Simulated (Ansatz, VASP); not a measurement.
One calculation of Os, two programs

INCAR

```
ALGO     = Fast           # electronic algorithm
EDIFF    = 1E-6           # SCF threshold, eV
ENCUT    = 520            # plane-wave cutoff, eV
GGA      = CA             # functional
GGA_COMPAT= F            
ISIF     = 2              # what is computed and relaxed
ISMEAR   = -1             # smearing method
LASPH    = T              # aspherical terms in the spheres
LCHARG   = T              # write CHGCAR
LMAXMIX  = 4              # l up to which the mixer works
LNONCOLLINEAR= T              # non-collinear magnetism
LORBIT   = 11             # projections on sites
LORBMOM  = T            
LREAL    = F              # projectors in reciprocal space
LSORBIT  = T              # spin-orbit coupling
LVHAR    = T            
LWAVE    = F              # write WAVECAR
MAGMOM   = 0 0 0 0 0 0    # initial moments
NBANDS   = 28             # bands
NELM     = 150            # most SCF steps
PREC     = Accurate       # precision mode
SIGMA    = 0.05           # smearing width, eV
```

The input KPOINTS:

```
k-points
0
Gamma
  11 11 6
```

The input POSCAR:

```
Os
1.0
    2.6782863798      0.0000000000      0.0000000000
   -1.3391431899      2.3194640436      0.0000000000
    0.0000000000      0.0000000000      4.2315181138
Os
2
Direct
    0.6666666667      0.3333333333      0.7500000000
    0.3333333333      0.6666666667      0.2500000000
```

Contents of input.yaml:

```yaml
crystal:
  lattice:
    - [2.6782863798, 0.0, 0.0]
    - [-1.3391431899, 2.3194640436, 0.0]
    - [0.0, 0.0, 4.2315181138]
  atoms:
    - { symbol: Os, position: [0.6666666667, 0.3333333333, 0.75] }
    - { symbol: Os, position: [0.3333333333, 0.6666666667, 0.25] }
hamiltonian:
  xc: lda
  pseudopotentials: { kind: paw_fr }
magnetization:
  noncollinear: true
  spin_orbit: true
kpoints:
  mp_grid: { grid: [11, 11, 6] }
scf:
  occupations: { method: fermi_dirac, width: 0.05 }
output:
  forces: true
  stress: true
  eigenvalues: true
```

Alike in both runs: task single point; functional LDA; k mesh 11 × 11 × 6; occupations fermi-dirac, width 0.05 eV; non-collinear spin, spin-orbit coupling.

|  | VASP | Ansatz |
| --- | --- | --- |
| version | VASP 6.6.1 | Ansatz 0.2.0 |
| potentials or method | VASP PAW LDA potentials, release 64 (Os) | Ansatz PAW |
| plane-wave cutoff (eV) | 520 | 420 |
| valence electrons in the cell | 16 | 32 |

VASP gave:

```
pressure (GPa)                                                : 22.1
traceless stress, the component that is largest in VASP (GPa) : 0.60
net moment per atom (μB)                                      : 0.00
```

Problem. Which values does Ansatz return?

Solution. Pressure (GPa): 20.7; traceless stress, the component that is largest in VASP (GPa): 0.73; net moment per atom (μB): 0.00.

LDA's correlation is that of Perdew and Zunger in VASP and of Perdew and Wang (1992) in Ansatz. VASP's potentials hold 16 valence electrons a cell and Ansatz's 32, so a difference there can come from the potentials and not from the codes.
